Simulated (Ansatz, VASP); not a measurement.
Tl: VASP beside Ansatz

```
Tl
1.0
     3.59028    0.00000    0.00000
    -1.79514    3.10928    0.00000
     0.00000    0.00000    5.64194
Tl
2
Direct
  0.33333 0.66667 0.25000
  0.66667 0.33333 0.75000
```

Alike in both runs: task single point; functional PBE; k mesh 3 × 3 × 2; occupations fermi-dirac, width 0.1 eV; no spin polarisation.

|  | VASP | Ansatz |
| --- | --- | --- |
| version | VASP 6.6.1 | Ansatz 0.2.0 |
| potentials or method | VASP PAW PBE potentials, release 64 (Tl_d), cutoff 520 eV | plane waves (420 eV) with PAW, scalar-relativistic |
| valence electrons in the cell | 26 | 26 |

Ansatz gave:

* pressure (GPa): 0.3
* traceless stress, the component that is largest in VASP (GPa): -0.07

**Question.** What did VASP give for the same quantities?

**Answer.** Pressure (GPa): 0.2; traceless stress, the component that is largest in VASP (GPa): -0.10.

The k mesh is coarse, so the values compare programs but aren't converged. Neither program's run includes spin-orbit coupling.
